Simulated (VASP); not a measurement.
# Cu in VASP: notebook, part 2 of 2

VASP 6.6.1. Earlier steps stand in the parts before.

## Step 3: Single point, LDA (strain +0.030 along x and y, +0.030 along z)

INCAR

```
SYSTEM = Cu
PREC     = Accurate       ! precision mode
ENCUT    = 520            ! plane-wave cutoff, eV
EDIFF    = 1E-7           ! SCF threshold, eV
ISMEAR   = 0              ! smearing method
SIGMA    = 0.15           ! smearing width, eV
LREAL    = .FALSE.        ! projectors in reciprocal space
LASPH    = .TRUE.         ! aspherical terms in the spheres
NELM     = 100            ! most SCF steps
ALGO     = Fast           ! electronic algorithm
ISIF     = 2              ! what is computed and relaxed
LWAVE    = .FALSE.        ! write WAVECAR
LCHARG   = .FALSE.        ! write CHGCAR
NBANDS   = 12             ! bands
```

KPOINTS

```
regular mesh
0
G
  22 22 22
  0 0 0
```

POSCAR

```
Cu
1.0
    0.0000000000      1.8617250000      1.8617250000
    1.8617250000      0.0000000000      1.8617250000
    1.8617250000      1.8617250000      0.0000000000
Cu
1
Direct
    0.0000000000      0.0000000000      0.0000000000
```

Potentials or basis: VASP PAW LDA potentials, release 64 (Cu).

Started as:

```console
cat potpaw_LDA.64/Cu/POTCAR > POTCAR
mpirun -np 1 vasp_std > vasp.out
```

It took 51 s on 1 thread of Intel Xeon Platinum 8488C (Sapphire Rapids), shared host; peak memory 0.15 GiB.

It converged, with:

```
Free energy : -4.5647 eV
Pressure    : -20.3 GPa
```

Levels at points of the mesh, in eV from the Fermi level:
```csv
k point,band 4,band 5,band 6,band 7,band 8,band 9
"(0.00, 0.00, 0.00)",-2.80,-2.07,-2.07,22.00,23.76,23.76
"(0.50, 0.00, 0.00)",-1.57,-1.57,-0.71,3.31,20.55,20.59
"(0.50, 0.50, 0.00)",-1.45,-1.45,1.57,6.51,12.35,12.35
```

Caveat: the cell differs from its parent crystal (strain +0.030 along x and y, +0.030 along z).

## Step 4: Single point, LDA (strain -0.030 along x and y, -0.015 along z)

INCAR

```
PREC     = Accurate       # precision mode
ENCUT    = 520            # plane-wave cutoff, eV
EDIFF    = 1E-6           # SCF threshold, eV
ISMEAR   = 0              # smearing method
SIGMA    = 0.15           # smearing width, eV
LREAL    = F              # projectors in reciprocal space
LASPH    = T              # aspherical terms in the spheres
NELM     = 80             # most SCF steps
ALGO     = Normal         # electronic algorithm
ISIF     = 2              # what is computed and relaxed
LWAVE    = F              # write WAVECAR
LCHARG   = T              # write CHGCAR
GGA      = CA             # functional
LELF     = T              # ELF
LVHAR    = T            
NBANDS   = 12             # bands
```

KPOINTS

```
regular mesh
0
Gamma
  22 22 22
```

POSCAR

```
Cu
1.0
    0.0000000000      1.7532750000      1.7803875000
    1.7532750000      0.0000000000      1.7803875000
    1.7532750000      1.7532750000      0.0000000000
Cu
1
Direct
    0.0000000000      0.0000000000      0.0000000000
```

Started as:

```console
cat potpaw_LDA.64/Cu/POTCAR > POTCAR
mpirun -np 1 vasp_std > vasp.out
```

It took 81 s on 1 thread of Intel Xeon Platinum 8488C (Sapphire Rapids), shared host; peak memory 0.2 GiB.

It converged, with:

```
Free energy : -4.7098 eV
Pressure    : -0.1 GPa
```

Stress tensor (GPa, compression positive):
```
 0.28  0.00  0.00
 0.00  0.28  0.00
 0.00  0.00 -0.84
```

Levels at points of the mesh, in eV from the Fermi level:
```
           k point  band 4  band 5  band 6  band 7  band 8  band 9
(0.00, 0.00, 0.00)   -3.29   -2.42   -2.34   23.28   26.30   26.38
(0.50, 0.00, 0.00)   -1.76   -1.72   -1.21    4.12   21.67   22.94
(0.50, 0.50, 0.00)   -1.59   -1.59    1.20    7.38   13.85   13.85
(0.50, 0.00, 0.50)   -1.61   -1.55    1.54    7.80   13.46   13.48
```

Caveat: the cell differs from its parent crystal (strain -0.030 along x and y, -0.015 along z).

## Step 5: Single point, LDA (strain -0.030 along x and y, +0.000 along z)

INCAR

```
SYSTEM = Cu
ALGO = Normal
EDIFF = 1E-6
ENCUT = 520
GGA = CA
ISIF = 2
ISMEAR = 0
LASPH = .True.
LCHARG = .False.
LREAL = .False.
LWAVE = .False.
NBANDS = 12
NELM = 60
PREC = Accurate
SIGMA = 0.15
```

KPOINTS

```
k-points
0
Gamma
  22 22 22
  0 0 0
```

POSCAR

```
Cu
1.0
    0.0000000000      1.7532750000      1.8075000000
    1.7532750000      0.0000000000      1.8075000000
    1.7532750000      1.7532750000      0.0000000000
Cu
1
Direct
    0.0000000000      0.0000000000      0.0000000000
```

Potentials or basis: VASP PAW LDA potentials, release 64 (Cu).

Started as:

```console
cat potpaw_LDA.64/Cu/POTCAR > POTCAR
mpirun -np 1 vasp_std > vasp.out
```

OUTCAR:

```text
SYSTEM = Cu
   EDIFF = 1E-6
   ENCUT = 520
   GGA = CA
   ISIF = 2
   ISMEAR = 0
   LASPH = .True.
   LREAL = .False.
   NELM = 60
   PREC = Accurate

 ion  position               nearest neighbor table
   1  0.000  0.000  0.000-

  LATTYP: Found a body centered tetragonal cell.
 ALAT       =     2.4795052836
 C/A-ratio  =     1.4579521262

  Lattice vectors:

 A1 = (  -1.7532750000,   0.0000000000,   1.8075000000)
 A2 = (   1.7532750000,   0.0000000000,   1.8075000000)
 A3 = (   0.0000000000,   1.7532750000,  -1.8075000000)

Analysis of symmetry for initial positions (statically):
=====================================================================
 Subroutine PRICEL returns:
 Original cell was already a primitive cell.

 Routine SETGRP: Setting up the symmetry group for a
 body centered tetragonal supercell.

 Subroutine GETGRP returns: Found 16 space group operations
 (whereof 16 operations were pure point group operations)
 out of a pool of 16 trial point group operations.

The static configuration has the point symmetry D_4h.

[... 158 lines left out ...]
 E-fermi :   8.1294     XC(G=0): -13.4622

 val. band max:        8.1290847718   @ k =   0.5000   0.3636   0.1364
 cond. band min:       8.1661620573   @ k =  -0.2727   0.2273   0.1364
 fundamental gap:      0.0370772855
 Fermi energy:         8.1294078461

 k-point     1 :       0.0000    0.0000    0.0000
  band No.  band energies     occupation
      1      -1.6944      2.00000
      2       4.7509      2.00000
      3       4.9185      2.00000
      4       4.9185      2.00000
      5       5.6946      2.00000
      6       5.8623      2.00000
      7      31.3086      0.00000
      8      34.1544      0.00000
      9      34.3008      0.00000
     10      34.3008      0.00000
     11      36.8187      0.00000
     12      36.8191      0.00000
[... 331 lines left out ...]
 k-point    24 :      -0.4545    0.0455    0.0000
  band No.  band energies     occupation
      1       2.6815      2.00000
      2       4.7302      2.00000
      3       4.9379      2.00000
      4       6.0543      2.00000
      5       6.3446      2.00000
      6       7.2595      2.00000
      7      12.4317      0.00000
      8      28.3045      0.00000
      9      30.7366      0.00000
     10      31.3147      0.00000
     11      34.8135      0.00000
     12      34.9211      0.00000

 [... further k-points ...]
[... 5 lines left out ...]
  --------------------------------------------------------------------------------------
  -------------------------------------------------------------------------------------
  Total       -0.1405418     -0.1405418     -0.2931546      0.0000000      0.0000000     -0.0000000
  in kB      -20.2631911    -20.2631911    -42.2667506      0.0000000      0.0000000     -0.0000000
  external PRESSURE =     -27.5977109 kB  Pullay stress =       0.0000000 kB

 VOLUME and BASIS-vectors are now :
 -----------------------------------------------------------------------------
  energy-cutoff  :      520.00
  volume of cell :       11.11
      direct lattice vectors                 reciprocal lattice vectors
     0.000000000  1.753275000  1.807500000    -0.285180591  0.285180591  0.276625173
     1.753275000  0.000000000  1.807500000     0.285180591 -0.285180591  0.276625173
     1.753275000  1.753275000  0.000000000     0.285180591  0.285180591 -0.276625173

 POSITION                                       TOTAL-FORCE (eV/Angst)
 -----------------------------------------------------------------------------------
      0.00000      0.00000      0.00000         0.000000      0.000000     -0.000000
 -----------------------------------------------------------------------------------
    total drift:                                0.000000      0.000000      0.000000

  FREE ENERGIE OF THE ION-ELECTRON SYSTEM (eV)
  ---------------------------------------------------
  free  energy   TOTEN  =        -4.7072853067 eV

  energy  without entropy=       -4.7046734083  energy(sigma->0) =       -4.70597936
```

stdout:

```text
POSCAR found type information on POSCAR Cu
 POSCAR found :  1 types and       1 ions
 scaLAPACK will be used
 LDA part: xc-table for (Slater(with rela. corr.)+CA(PZ))
 , standard interpolation
 POSCAR, INCAR and KPOINTS ok, starting setup
 FFT: planning ... GRIDC
 FFT: planning ... GRID_SOFT
 FFT: planning ... GRID
 WAVECAR not read
 entering main loop
```

It took 75 s on 1 thread of Intel Xeon Platinum 8488C (Sapphire Rapids), shared host; peak memory 0.21 GiB.

Results:

```
Free energy : -4.7073 eV
Pressure    : -2.8 GPa
```

Caveat: the cell differs from its parent crystal (strain -0.030 along x and y, +0.000 along z).

## Step 6: The runs side by side

| cell | gap on the mesh (eV) | pressure (GPa) |
| --- | --- | --- |
| a = 2.480 Å, angles 60.0°, 1 atom | none | 2.8 |
| a = 2.633 Å, angles 60.0°, 1 atom | none | -20.3 |
| a = 2.499, b = 2.499, c = 2.480 Å, angles 60.3, 60.3, 59.5°, 1 atom | none | -0.1 |
| a = 2.518, b = 2.518, c = 2.480 Å, angles 60.5, 60.5, 59.0°, 1 atom | none | -2.8 |

Alike in all rows: task single point; level LDA; potentials or basis VASP PAW LDA potentials, release 64 (Cu); no spin polarisation; k mesh 22 × 22 × 22; cutoff (eV) 520; smearing gaussian 0.15 eV.

Absolute energies hang on the potentials; compare differences alone.
